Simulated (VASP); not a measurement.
Input of a VASP 6.6.1 run:

Contents of POSCAR:

```
Si
1.0
    0.0000000000      5.4437023800     -5.4437023800
    5.4437023800      5.4437023800      0.0000000000
    5.4437023800      0.0000000000     -5.4437023800
Si
15
Direct
   -0.1238733224      0.2079569052      0.2079580074
    0.1187253554      0.6276795206      0.1259195401
    0.6366494268      0.1259927439      0.1259954994
    0.6366499779      0.6113567142      0.1259960505
    0.1187250799      0.1259205504      0.6276775917
    0.1187247125      0.6276801635      0.6276770406
    0.6366506209      0.1259926521      0.6113601126
    0.6229078600      0.6256964033      0.6256976892
    0.2506470605      0.7422668834      0.2535434349
    0.2506460502      0.2535473844      0.2535446289
    0.7450651628      0.7522560409      0.2504185396
    0.2477050371      0.7507661541      0.7507650519
    0.2506466931      0.2535469252      0.7422628421
    0.7450648873      0.7522566838      0.7522596230
    0.7450654383      0.2504175293      0.7522577860
```

File INCAR.step1:

```
SYSTEM = Si
ALGO = Normal
EDIFF = 1E-4
ENCUT = 520
GGA = PE
ISMEAR = 0
LASPH = .True.
LCHARG = .False.
LREAL = Auto
LWAVE = .True.
NBANDS = 43
NELM = 60
PREC = Accurate
SIGMA = 0.02
```

File INCAR.step2:

```
SYSTEM = Si
ALGO = Normal
EDIFF = 1E-6
ENCUT = 520
ISIF = 2
ISMEAR = 0
ISTART = 1
LASPH = .True.
LCHARG = .False.
LMIXTAU = .True.
LREAL = Auto
LWAVE = .False.
METAGGA = R2SCAN
NBANDS = 43
NELM = 60
PREC = Accurate
SIGMA = 0.02
```

Contents of KPOINTS:

```
k-points
0
Gamma
  2 2 2
  0 0 0
```

Potentials or basis: VASP PAW PBE potentials, release 64 (Si).

Launch:

```console
$ cat potpaw_PBE.64/Si/POTCAR > POTCAR
$ cp INCAR.step1 INCAR
$ mpirun -np 1 vasp_std > vasp.out
$ cp INCAR.step2 INCAR
$ mpirun -np 1 vasp_std > vasp.out
```

Problem. What does it give for the largest force?

Solution. 1.417 eV/Å.

Problem. Estimate the band gap on the k mesh.

Solution. Zero (bands 30 and 31 overlap by 0.54 eV).

Problem. Estimate the pressure.

Solution. -3.3 GPa.

Stress tensor (GPa, compression positive):
```
-3.34  1.48 -1.48
 1.48 -3.34  1.48
-1.48  1.48 -3.34
```

Caveat: the k points lie up to 0.50 Å⁻¹ apart, too coarse for converged energies and pressures of a metal; the PAW data sets were made with another functional, which shifts forces and pressure a little.
